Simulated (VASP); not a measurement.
# CO2 (fluorite type) (Fm-3m) in VASP: single point with PBE

Aim: the single point of CO2 (fluorite type) with PBE.

All numbers are computed with VASP 6.6.1; they aren't measurements. Logs are shortened: lines on timing, memory, paths and dates and some standing lists are left out, and cuts for length are marked.

### 1 The cell of the first run

It takes space group Fm-3m (No. 225, cubic). The conventional cell has a = 4.437 Å, b = 4.437 Å, c = 4.437 Å, α = 90.00°, β = 90.00°, γ = 90.00°. Within 2.5 Å of C (site symmetry m-3m) lie 8 O at 1.92 Å. Within 2.5 Å of O (site symmetry -43m) lie 4 C at 1.92 Å and 6 O at 2.22 Å.

### 2 Single point, PBE

INCAR

```
SYSTEM = CO2
ALGO = Normal
EDIFF = 1E-6
ENCUT = 520
GGA = PE
ISIF = 2
ISMEAR = -1
LASPH = .TRUE.
LCHARG = .FALSE.
LREAL = .FALSE.
LWAVE = .FALSE.
NBANDS = 15
NELM = 80
PREC = Accurate
SIGMA = 0.06122561905347299
```

KPOINTS

```
k-points
0
G
  42 42 42
  0 0 0
```

POSCAR

```
CO2
1.0
    0.0000000000      2.2187264097      2.2187264097
    2.2187264097      0.0000000000      2.2187264097
    2.2187264097      2.2187264097      0.0000000000
C O
1 2
Direct
    0.0000000000      0.0000000000      0.0000000000
    0.2500000000      0.2500000000      0.2500000000
    0.7500000000      0.7500000000      0.7500000000
```

Potentials or basis: VASP PAW PBE potentials, release 64 (C, O).

Launch:

```sh
cat potpaw_PBE.64/C/POTCAR potpaw_PBE.64/O/POTCAR > POTCAR
mpirun -np 1 vasp_std > vasp.out
```

OUTCAR:

```text
SYSTEM = CO2
   EDIFF = 1E-6
   ENCUT = 520
   GGA = PE
   ISIF = 2
   ISMEAR = -1
   LASPH = .TRUE.
   LREAL = .FALSE.
   NELM = 80
   PREC = Accurate

 ion  position               nearest neighbor table
   1  0.000  0.000  0.000-   3 1.92   3 1.92   3 1.92   2 1.92   2 1.92   2 1.92   3 1.92   2 1.92

   2  0.250  0.250  0.250-   1 1.92   1 1.92   1 1.92   1 1.92
   3  0.750  0.750  0.750-   1 1.92   1 1.92   1 1.92   1 1.92

  LATTYP: Found a face centered cubic cell.
 ALAT       =     4.4374528194

  Lattice vectors:

 A1 = (   0.0000000000,   2.2187264097,   2.2187264097)
 A2 = (   2.2187264097,   0.0000000000,   2.2187264097)
 A3 = (   2.2187264097,   2.2187264097,   0.0000000000)

Analysis of symmetry for initial positions (statically):
=====================================================================
 Subroutine PRICEL returns:
 Original cell was already a primitive cell.

 Routine SETGRP: Setting up the symmetry group for a
 face centered cubic supercell.

 Subroutine GETGRP returns: Found 48 space group operations
 (whereof 48 operations were pure point group operations)
 out of a pool of 48 trial point group operations.

The static configuration has the point symmetry O_h .

Analysis of symmetry for dynamics (positions and initial velocities):
=====================================================================
 Subroutine PRICEL returns:
 Original cell was already a primitive cell.

 Routine SETGRP: Setting up the symmetry group for a
 face centered cubic supercell.

 Subroutine GETGRP returns: Found 48 space group operations
 (whereof 48 operations were pure point group operations)
 out of a pool of 48 trial point group operations.

The dynamic configuration has the point symmetry O_h .

 Subroutine INISYM returns: Found 48 space group operations
 (whereof 48 operations are pure point group operations),
 and found     1 'primitive' translations

----------------------------------------------------------------------------------------

                                     Primitive cell

  volume of cell :      21.8445

  direct lattice vectors                    reciprocal lattice vectors
     0.000000000  2.218726410  2.218726410    -0.225354509  0.225354509  0.225354509
     2.218726410  0.000000000  2.218726410     0.225354509 -0.225354509  0.225354509
     2.218726410  2.218726410  0.000000000     0.225354509  0.225354509 -0.225354509

  length of vectors
     3.137752980  3.137752980  3.137752980     0.390325459  0.390325459  0.390325459

[... 94 lines left out ...]
   NUPDOWN=      -1.0000    fix difference up-down
   EMIN   =  10.00;   EMAX   =-10.00  energy-range for DOS
   EFERMI =   0.00;   METHOD = LEGACY
   ISMEAR =    -1;   SIGMA  =   0.06  broadening in eV -4-tet -1-fermi 0-gaus
   EFERMI_NEDOS =   21; number of points for ismear=-14 and -15
   IALGO  =     38    algorithm
   IMIX   =      4    mixing-type and parameters
     AMIX     =   0.40;   BMIX     =  1.00
     AMIX_MAG =   1.60;   BMIX_MAG =  1.00
  volume/ion in A,a.u.               =       7.28        49.14
  Fermi-wavevector in a.u.,A,eV,Ry     =   1.475710  2.788688 29.629687  2.177721
  Thomas-Fermi vector in A             =   2.590326
   LORBIT       =      0    0 simple, 1 ext, 2 COOP (PROOUT), +10 PAW based schemes
   GGA     = PE    functional components
   LHFCALC =     F    Hartree Fock is set to
   AEXX    =    0.0000 exact exchange contribution
   IVDW    =     0    specifies the selected vdW correction
   LEPSILON=     F    determine dielectric tensor
   LRPA    =     F    only Hartree local field effects (RPA)
 non-spin polarized calculation
  energy-cutoff  :      520.00
  volume of cell :       21.84
 maximum number of plane-waves:       609
   NGX = 11   NGY = 11   NGZ = 11

 number of electron      15.9999997 magnetization

 Free energy of the ion-electron system (eV)
  ---------------------------------------------------
  ext. energy  EPLUGINS =         0.00000000
  ---------------------------------------------------
  free energy    TOTEN  =       -12.22701325 eV

  energy without entropy =      -12.20280589  energy(sigma->0) =      -12.21490957

 E-fermi :   5.2657     XC(G=0): -12.2544

 val. band max:        5.2656365081   @ k =  -0.3810   0.4762   0.1429
 cond. band min:       5.2658152291   @ k =   0.4524   0.2857   0.0238
 fundamental gap:      0.0001787210
 Fermi energy:         5.2657182473

 k-point     1 :       0.0000    0.0000    0.0000
  band No.  band energies     occupation
      1     -17.3189      2.00000
      2     -10.1871      2.00000
      3       0.8152      2.00000
      4       0.8152      2.00000
      5       0.8152      2.00000
      6       1.1946      2.00000
      7       2.3865      2.00000
      8       2.3865      2.00000
      9       2.3865      2.00000
     10       7.8995      0.00000
     11       7.8995      0.00000
     12       7.8995      0.00000
     13      20.1208      0.00000
     14      23.9314      0.00000
[... 401 lines left out ...]
      2     -10.2216      2.00000
      3       0.5979      2.00000
      4       0.6992      2.00000
      5       0.8621      2.00000
      6       0.9267      2.00000
      7       2.4161      2.00000
      8       2.4811      2.00000
      9       2.7846      2.00000
     10       7.8732      0.00000
     11       7.9480      0.00000
     12       7.9499      0.00000
     13      20.1515      0.00000
     14      23.9427      0.00000
     15      23.9727      0.00000

 [... further k-points ...]

------------------------ aborting loop because EDIFF is reached ----------------------------------------

  FORCE on cell =-STRESS in cart. coord.  units (eV):
  Direction    XX          YY          ZZ          XY          YZ          ZX
  --------------------------------------------------------------------------------------
  -------------------------------------------------------------------------------------
  Total        1.0325687      1.0325687      1.0325687      0.0000000      0.0000000      0.0000000
  in kB       75.7335431     75.7335431     75.7335431      0.0000000      0.0000000      0.0000000
  external PRESSURE =      75.7335431 kB  Pullay stress =       0.0000000 kB

 VOLUME and BASIS-vectors are now :
 -----------------------------------------------------------------------------
  energy-cutoff  :      520.00
  volume of cell :       21.84
      direct lattice vectors                 reciprocal lattice vectors
     0.000000000  2.218726410  2.218726410    -0.225354509  0.225354509  0.225354509
     2.218726410  0.000000000  2.218726410     0.225354509 -0.225354509  0.225354509
     2.218726410  2.218726410  0.000000000     0.225354509  0.225354509 -0.225354509

 POSITION                                       TOTAL-FORCE (eV/Angst)
 -----------------------------------------------------------------------------------
      0.00000      0.00000      0.00000         0.000000     -0.000000     -0.000000
      1.10936      1.10936      1.10936         0.000000     -0.000000     -0.000000
      3.32809      3.32809      3.32809        -0.000000      0.000000      0.000000
 -----------------------------------------------------------------------------------
    total drift:                                0.000000      0.000000      0.000000

  FREE ENERGIE OF THE ION-ELECTRON SYSTEM (eV)
  ---------------------------------------------------
  free  energy   TOTEN  =       -12.2270132542 eV

  energy  without entropy=      -12.2028058945  energy(sigma->0) =      -12.21490957
```

OSZICAR:

```text
N       E                     dE             d eps       ncg     rms          rms(c)
DAV:   1     0.516160191855E+02    0.51616E+02   -0.91555E+03 57406   0.107E+03
DAV:   2    -0.117638964938E+02   -0.63380E+02   -0.56256E+02 72624   0.213E+02
DAV:   3    -0.135151463944E+02   -0.17512E+01   -0.17454E+01 66911   0.339E+01
DAV:   4    -0.135205642204E+02   -0.54178E-02   -0.54177E-02 71370   0.218E+00
DAV:   5    -0.135205836476E+02   -0.19427E-04   -0.19427E-04 66771   0.120E-01    0.858E+00
DAV:   6    -0.128156687553E+02    0.70491E+00   -0.27819E+00 57244   0.194E+01    0.614E+00
DAV:   7    -0.122167457145E+02    0.59892E+00   -0.89595E-01 57538   0.892E+00    0.932E-01
DAV:   8    -0.122260010585E+02   -0.92553E-02   -0.49574E-02 61941   0.197E+00    0.252E-01
DAV:   9    -0.122270054579E+02   -0.10044E-02   -0.10290E-03 62746   0.331E-01    0.861E-02
DAV:  10    -0.122269904279E+02    0.15030E-04   -0.92903E-05 63831   0.838E-02    0.377E-02
DAV:  11    -0.122270123692E+02   -0.21941E-04   -0.60458E-05 58819   0.592E-02    0.104E-02
DAV:  12    -0.122270132542E+02   -0.88495E-06   -0.89418E-06 60737   0.248E-02
   1 F= -.12227013E+02 E0= -.12214910E+02  d E =-.242074E-01
```

Wall time 16 min (1 thread of Intel Xeon 8259CL, shared host); peak memory 0.59 GiB.

What came out:

```
Free energy            : -12.2270 eV
Pressure               : 7.6 GPa
Band gap on the k mesh : zero (bands 8 and 9 overlap by 3.21 eV)
```

Caveat: the cell stands under pressure.
